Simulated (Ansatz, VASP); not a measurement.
# SnO: VASP beside Ansatz

The input INCAR:

```
  ALGO = Normal
  DIPOL = 0.5 0.5 0.500
  EDIFF = 1E-6
  ENCUT = 520
  GGA = PE
  IDIPOL = 3
  ISIF = 2
  ISMEAR = 0
  IVDW = 12
  LASPH = T
  LCHARG = T
  LDIPOL = T
  LELF = T
  LREAL = F
  LVACPOTAV = T
  LVHAR = T
  LWAVE = F
  NBANDS = 28
  NELM = 60
  PREC = Accurate
  SIGMA = 0.02
```

The input KPOINTS:

```
k-points
0
Gamma
  6 6 1
```

The input POSCAR:

```
SnO
1.0
    3.6670000000      0.0000000000      0.0000000000
    0.0000000000      3.6670000000      0.0000000000
    0.0000000000      0.0000000000     30.6327602731
Sn O
2 2
Direct
    0.7500000000      0.2500000000      0.4627686180
    0.2500000000      0.7500000000      0.5372313820
    0.2500000000      0.2500000000      0.5000000000
    0.7500000000      0.7500000000      0.5000000000
```

Input for Ansatz:

```yaml
crystal:
  lattice:
    - [3.667, 0.0, 0.0]
    - [0.0, 3.667, 0.0]
    - [0.0, 0.0, 30.6327602731]
  atoms:
    - { symbol: Sn, position: [0.75, 0.25, 0.462768618] }
    - { symbol: O, position: [0.25, 0.25, 0.5] }
    - { symbol: O, position: [0.75, 0.75, 0.5] }
    - { symbol: Sn, position: [0.25, 0.75, 0.537231382] }
  periodic: [true, true, false]
basis:
  ecutwfc: 420
kpoints:
  mp_grid: { grid: [6, 6, 1] }
hamiltonian:
  xc: pbe
  pseudopotentials: { kind: paw, azcp: { folder: soft_1 } }
  dispersion: d3bj
scf:
  occupations: { method: gaussian, width: 0.02 }
output:
  forces: true
  stress: true
  eigenvalues: true
```

Alike in both runs: task single point; functional PBE; dispersion D3(BJ); k mesh 6 × 6 × 1; occupations gaussian, width 0.02 eV; no spin polarisation.

|  | VASP | Ansatz |
| --- | --- | --- |
| version | VASP 6.6.1 | Ansatz 0.2.0 |
| potentials or method | VASP PAW PBE potentials, release 64 (Sn_d, O), cutoff 520 eV | scalar-relativistic, plane waves, PAW |
| valence electrons in the cell | 40 | 40 |

```tsv
	VASP	Ansatz	Ansatz less VASP
gap on the k mesh at the Fermi level (eV)	3.21	3.23	+0.017
least direct gap on the mesh (eV)	3.27	3.30	+0.023
rms of the force components (eV/Å)	0.854	0.799	-0.0549
```
